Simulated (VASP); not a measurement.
A run of VASP 6.6.1:

Contents of INCAR:

```
PREC = Accurate
ENCUT = 400
EDIFF = 1E-6
ISMEAR = 0
SIGMA = 0.1
LREAL = F
LASPH = T
NELM = 120
ALGO = Normal
ISIF = 2
LWAVE = F
LCHARG = F
LDIPOL = T
IDIPOL = 3
DIPOL = 0.5 0.5 0.364
GGA = PE
NBANDS = 34
GGA_COMPAT = F
NELMDL = -8
```

KPOINTS

```
regular mesh
0
Gamma
  8 8 1
```

POSCAR

```
Si4W2Cl
1.0
    3.2292919632      0.0000000000      0.0000000000
    0.0000000000      3.2292919632      0.0000000000
    0.0000000000      0.0000000000     21.9372962356
Si W Cl
4 2 1
Direct
    0.0000000000      0.0000000000      0.1823378760
    0.0000000000      0.0000000000      0.3009901015
    0.5000000000      0.5000000000      0.3590107492
    0.5000000000      0.5000000000      0.4757786066
    0.5000000000      0.5000000000      0.2416639887
    0.0000000000      0.0000000000      0.4178382292
    0.5000000000      0.5000000000      0.5695827394
```

Potentials or basis: VASP PAW PBE potentials, release 64 (Si, W_sv, Cl).

The run is started by

```bash
$ cat potpaw_PBE.64/Si/POTCAR potpaw_PBE.64/W_sv/POTCAR potpaw_PBE.64/Cl/POTCAR > POTCAR
$ mpirun -np 1 vasp_std > vasp.out
```

Hardware: 1 thread of Intel(R) Xeon(R) 6975P-C (Granite Rapids) (shared host).

Problem. Estimate the wall time of this run.

Solution. Wall time 86 s on 1 thread of Intel(R) Xeon(R) 6975P-C (Granite Rapids), with other jobs on the host, peak memory 0.29 GiB. Counts: scf iterations 31, k points 15.
